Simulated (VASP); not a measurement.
Set up this calculation in VASP 6.6.1, as the native input.

```yaml
Task: single point
Functional: PBE
Potentials_or_basis: VASP PAW PBE potentials, release 64 (W_sv, Se)
Cutoff: 520 eV
k_mesh: 6 × 2 × 2
Occupations: gaussian, width 0.1 eV
Spin: no spin polarisation
Dipole_correction: no
Further_INCAR_settings: ALGO = Normal; EDIFF = 1e-06; NBANDS = 42
```

The structure of WSe3 lies in POSCAR:

```
WSe3
1.0
    3.3430290113      0.0000000000      0.0000000000
    0.0000000000      7.8574645663      0.0000000000
    0.0000000000      0.0000000000      7.8876872717
W Se
2 6
Direct
    0.5000000000      0.5000000000      0.5284669493
    0.0000000000      0.0000000000      0.4715330507
    0.0000000000      0.5000000000      0.7723567085
    0.5000000000      0.0000000000      0.2276432915
    0.0000000000      0.6821393983      0.3420651592
    0.5000000000      0.8178606017      0.6579348408
    0.0000000000      0.3178606017      0.3420651592
    0.5000000000      0.1821393983      0.6579348408
```

The cell was generated, and may not be a known phase.

One way to write it, as run:

INCAR

```
SYSTEM = WSe3
PREC     = Accurate       ! precision mode
ENCUT    = 520            ! plane-wave cutoff, eV
EDIFF    = 1E-6           ! SCF threshold, eV
ISMEAR   = 0              ! smearing method
SIGMA    = 0.1            ! smearing width, eV
LREAL    = .FALSE.        ! projectors in reciprocal space
LASPH    = .TRUE.         ! aspherical terms in the spheres
NELM     = 60             ! most SCF steps
ALGO     = Normal         ! electronic algorithm
ISIF     = 2              ! what is computed and relaxed
LWAVE    = .FALSE.        ! write WAVECAR
LCHARG   = .FALSE.        ! write CHGCAR
GGA      = PE             ! functional
NBANDS   = 42             ! bands
```

KPOINTS

```
Automatic mesh
0
G
  6 2 2
  0 0 0
```

Potentials or basis: VASP PAW PBE potentials, release 64 (W_sv, Se).

The run is started by

```bash
$ cat potpaw_PBE.64/W_sv/POTCAR potpaw_PBE.64/Se/POTCAR > POTCAR
$ mpirun -np 1 vasp_std > vasp.out
```

It gave:

```
Pressure               : 0.2 GPa
Largest force          : 0.033 eV/Å
Band gap on the k mesh : zero (bands 32 and 33 overlap by 0.17 eV)
```

Caveat: the k points lie up to 0.40 Å⁻¹ apart; spin-orbit coupling is left out, which moves the levels of the heavy elements; this functional lacks dispersion, which binds layers or chains, so the pressure and a relaxed spacing across them are unreliable.

Wall time 2.4 min on 1 thread of Intel(R) Xeon(R) Platinum 8488C (Sapphire Rapids) (shared host), peak memory 0.37 GiB.
